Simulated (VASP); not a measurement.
CsSi4Sb2:

```xyz
7
Lattice="-3.5292 3.5292 3.1150 3.5292 -3.5292 3.1150 3.5292 3.5292 -3.1150" Properties=species:S:1:pos:R:3 pbc="T T T"
Cs    0.0000    0.0000    0.0000
Si    0.0000    1.7141    3.1150
Si    1.7141    0.0000    3.1150
Si    1.8150    3.5292    0.0000
Si    3.5292    1.8150    0.0000
Sb    3.5292    0.0000    1.5575
Sb    0.0000    3.5292    1.5575
```

The cell was generated, and may not be a known phase.

* Program: VASP 6.6.1
* Task: relaxation of cell and atoms
* Functional: PBE
* Potentials or basis: VASP PAW PBE potentials, release 64 (Cs_sv, Si, Sb)
* Cutoff: 600 eV
* k mesh: 4 × 4 × 4
* Occupations: gaussian, width 0.2 eV
* Spin: no spin polarisation

At the start: pressure 22.8 GPa; volume 22.17 Å³/atom.

Where does the relaxation end?

Over 9 steps the energy falls by 581.2 meV/atom and the volume is 28.84 Å³/atom (+30.1 %); space group I4/mmm (No. 139, to 0.1 Å) before and after.

The path:
| step | energy change (eV) | largest force (eV/Å) | pressure (GPa) | volume (Å³) |
| --- | --- | --- | --- | --- |
| 1 | 0.0000 | 3.5337 | 22.76 | 155.19 |
| 2 | -3.5058 | 0.3638 | -3.70 | 235.73 |
| 3 | -3.9297 | 0.1413 | -0.53 | 204.61 |
| 4 | -3.9318 | 0.0702 | -1.03 | 207.73 |
| 5 | -3.9326 | 0.0954 | -0.85 | 206.59 |
| 6 | -4.0107 | 0.2487 | -0.05 | 202.61 |
| 7 | -4.0204 | 0.4308 | 0.40 | 200.76 |
| 8 | -4.0559 | 0.2279 | 0.12 | 201.33 |
| 9 | -4.0681 | 0.0123 | -0.12 | 201.91 |

Final structure:
```xyz
7
Lattice="-3.6296 3.6296 3.8315 3.6296 -3.6296 3.8315 3.6296 3.6296 -3.8315" Properties=species:S:1:pos:R:3 pbc="T T T"
Cs    0.0000    0.0000    0.0000
Si    0.0000    1.6736    3.8315
Si    1.6736    0.0000    3.8315
Si    1.9560    3.6296    0.0000
Si    3.6296    1.9560    0.0000
Sb    3.6296    0.0000    1.9158
Sb    0.0000    3.6296    1.9158
```

Caveat: the volume moved by over 15 % at a fixed basis, so the end points are rough.
